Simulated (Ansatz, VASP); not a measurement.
AlAs in VASP and in Ansatz

The input POSCAR:

```
AlAs
1.0
    0.0000000000      2.8102472029      2.8102472029
    2.8102472029      0.0000000000      2.8102472029
    2.8102472029      2.8102472029      0.0000000000
Al As
1 1
Direct
    0.0000000000      0.0000000000      0.0000000000
    0.2500000000      0.2500000000      0.2500000000
```

INCAR.step1

```
ALGO = Normal
EDIFF = 1E-5
ENCUT = 550
GGA = PE
GGA_COMPAT = False
ISMEAR = 0
LASPH = True
LCHARG = False
LREAL = False
LWAVE = True
NBANDS = 11
NELM = 120
PREC = Accurate
SIGMA = 0.01
```

Contents of INCAR.step2:

```
ALGO = Normal
EDIFF = 1E-6
ENCUT = 550
GGA_COMPAT = False
ISIF = 2
ISMEAR = 0
ISTART = 1
LASPH = True
LCHARG = False
LMIXTAU = True
LREAL = False
LWAVE = False
METAGGA = R2SCAN
NBANDS = 11
NELM = 120
PREC = Accurate
SIGMA = 0.01
```

The input KPOINTS:

```
k-points
0
Gamma
  6 6 6
```

Input for Ansatz:

```yaml
crystal:
  lattice:
    - [0.0, 2.8102472029, 2.8102472029]
    - [2.8102472029, 0.0, 2.8102472029]
    - [2.8102472029, 2.8102472029, 0.0]
  atoms:
    - { symbol: Al, position: [0.0, 0.0, 0.0] }
    - { symbol: As, position: [0.25, 0.25, 0.25] }
kpoints:
  mp_grid: { grid: [6, 6, 6] }
hamiltonian:
  xc: r2scan
scf:
  occupations: { method: fixed }
  n_extra_bands: 4
output:
  forces: true
  stress: true
  eigenvalues: true
```

Alike in both runs: task single point; functional r2SCAN; k mesh 6 × 6 × 6; no spin polarisation.

|  | VASP | Ansatz |
| --- | --- | --- |
| version | VASP 6.6.1 | Ansatz 0.2.0 |
| potentials or method | VASP PAW PBE potentials, release 64 (Al, As) | plane waves, PAW |
| plane-wave cutoff (eV) | 550 | 500 |
| occupations | gaussian, width 0.01 eV | fixed |
| valence electrons in the cell | 8 | 18 |

VASP gave:

| Quantity | Value |
| --- | --- |
| gap on the k mesh at the Fermi level (eV) | 1.76 |
| pressure (GPa) | 2.5 |

Estimate Ansatz's values.

gap on the k mesh at the Fermi level (eV): 1.77; pressure (GPa): 2.5.

VASP's potentials were made for PBE, not for r2SCAN. VASP's potentials hold 8 valence electrons a cell and Ansatz's 18, so a difference there can come from the potentials and not from the codes.
